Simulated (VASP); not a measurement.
Mg: single point with BLYP

Mg:

```
Mg
1.0
    14.00000    0.00000    0.00000
     0.00000   14.40000    0.00000
     0.00000    0.00000   14.80000
Mg
1
Direct
  0.50000 0.50000 0.50000
```

```yaml
Program: VASP 6.6.1
Task: single point
Functional: BLYP
Potentials_or_basis: VASP PAW PBE potentials, release 64 (Mg)
Cutoff: 520 eV
k_mesh: 1 × 1 × 1
Occupations: fermi-dirac, width 0.01 eV
Spin: collinear spin, zero start
Starting_moments: "[0.01] μB"
Dipole_correction: no
Further_INCAR_settings: ALGO = Normal; EDIFF = 1e-06; NBANDS = 11; ISYM = 0
```

| Quantity | Value |
| --- | --- |
| Pressure | 0.0 GPa |
| Band gap on the k mesh | 3.39 eV |
| Net moment | 0.00 μB per cell |
| Valence electrons inside the program's atomic spheres | Mg 0.37 |

Levels at points of the mesh, in eV from the valence-band top:
Spin up:
| k point | band 1 | band 2 | band 3 | band 4 |
| --- | --- | --- | --- | --- |
| (0.00, 0.00, 0.00) | 0.00 | 3.40 | 3.40 | 3.40 |
Spin down:
| k point | band 1 | band 2 | band 3 | band 4 | band 5 | band 6 |
| --- | --- | --- | --- | --- | --- | --- |
| (0.00, 0.00, 0.00) | 0.00 | 3.39 | 3.40 | 3.40 | 4.43 | 5.08 |

It took 21 min on 1 thread of AMD EPYC 7R43 64-Core Processor (Zen 3), with other jobs on the host, peak memory 2.7 GiB.

Caveat: the PAW data sets were made with another functional, which shifts forces and pressure a little.
